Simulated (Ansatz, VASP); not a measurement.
# Two plane-wave programs on GaP

File INCAR:

```
SYSTEM = GaP
PREC = Accurate
ENCUT = 520
EDIFF = 1E-6
ISMEAR = 0
SIGMA = 0.05
LREAL = .FALSE.
LASPH = .TRUE.
NELM = 60
ALGO = Normal
ISIF = 2
LWAVE = .FALSE.
LCHARG = .FALSE.
GGA = PE
NBANDS = 16
```

The input KPOINTS:

```
Automatic mesh
0
G
  10 10 10
  0 0 0
```

The input POSCAR:

```
GaP
1.0
    0.0000000000      2.5861973891      2.8019473338
    2.8019473338      0.0000000000      2.8019473338
    2.8019473338      2.5861973891      0.0000000000
Ga P
1 1
Direct
    0.0000000000      0.0000000000      0.0000000000
    0.7500000000      0.7500000000      0.7500000000
```

Input for Ansatz:

```yaml
crystal:
  lattice:
    - [0.0, 2.5861973891, 2.8019473338]
    - [2.8019473338, 0.0, 2.8019473338]
    - [2.8019473338, 2.5861973891, 0.0]
  atoms:
    - { symbol: Ga, position: [0.0, 0.0, 0.0] }
    - { symbol: P, position: [0.75, 0.75, 0.75] }
basis:
  ecutwfc: 420
kpoints:
  mp_grid: { grid: [10, 10, 10] }
hamiltonian:
  xc: pbe
  pseudopotentials: { kind: paw, azcp: { folder: soft_1 } }
scf:
  occupations: { method: gaussian, width: 0.05 }
output:
  forces: true
  stress: true
  eigenvalues: true
```

Alike in both runs: task single point; functional PBE; k mesh 10 × 10 × 10; occupations gaussian, width 0.05 eV; no spin polarisation.

```csv
,VASP,Ansatz
version,VASP 6.6.1,Ansatz 0.2.0
potentials or method,"VASP PAW PBE potentials, release 64 (Ga_d, P), cutoff 520 eV","scalar-relativistic, plane waves, PAW"
valence electrons in the cell,18,18
```

|  | VASP | Ansatz | Ansatz less VASP |
| --- | --- | --- | --- |
| gap on the k mesh at the Fermi level (eV) | 0.87 | 0.88 | +0.001 |
| least direct gap on the mesh (eV) | 1.50 | 1.50 | +0.002 |
| pressure (GPa) | 2.0 | 2.1 | +0.10 |
| traceless stress, the component that is largest in VASP (GPa) | 3.35 | 3.34 | -0.010 |
